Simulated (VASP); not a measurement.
Wanted: the native input for a VASP 6.6.1 run.

```yaml
Task: single point
Functional: PBE
Dispersion: D3(BJ)
Potentials_or_basis: VASP PAW PBE potentials, release 64 (Si, B)
Cutoff: 520 eV
k_mesh: 15 × 15 × 1
Occupations: gaussian, width 0.1 eV
Spin: no spin polarisation
Dipole_correction: yes
Further_INCAR_settings: ALGO = Normal; EDIFF = 1e-06; NBANDS = 20
```

The structure of Si2B lies in POSCAR:

```
Si2B
1.0
    3.1286926824     -0.0000000036      0.0000000000
   -1.5643463381      2.7095273454      0.0000000000
    0.0000000000      0.0000000000     37.8816948800
Si B
4 2
Direct
    0.3333333333      0.6666666667      0.2068023807
    0.6666666667      0.3333333333      0.2629046420
    0.6666666667      0.3333333333      0.3739530493
    0.3333333333      0.6666666667      0.3178507880
    0.0000000000      0.0000000000      0.2370431828
    0.0000000000      0.0000000000      0.3437122472
```

One way to write it, as run:

INCAR

```
SYSTEM = Si2B
  PREC = Accurate
  ENCUT = 520
  EDIFF = 1E-6
  ISMEAR = 0
  SIGMA = 0.1
  LREAL = .False.
  LASPH = .True.
  NELM = 100
  ALGO = Normal
  ISIF = 2
  LWAVE = .False.
  LCHARG = .False.
  LDIPOL = .True.
  IDIPOL = 3
  DIPOL = 0.5 0.5 0.290
  GGA = PE
  IVDW = 12
  NBANDS = 20
```

KPOINTS

```
Automatic mesh
0
Gamma
  15 15 1
  0 0 0
```

Potentials or basis: VASP PAW PBE potentials, release 64 (Si, B).

Run with:

```bash
$ cat potpaw_PBE.64/Si/POTCAR potpaw_PBE.64/B/POTCAR > POTCAR
$ mpirun -np 1 vasp_std > vasp.out
```

Results of the run:

```json
{
 "Largest force": "0.120 eV/Å",
 "Band gap on the k mesh": "zero (bands 11 and 12 overlap by 2.20 eV)",
 "Dispersion energy per atom": "-0.274 eV"
}
```

Wall time 3.1 min on 1 thread of Intel(R) Xeon(R) Platinum 8488C (Sapphire Rapids) (shared host), peak memory 0.48 GiB.
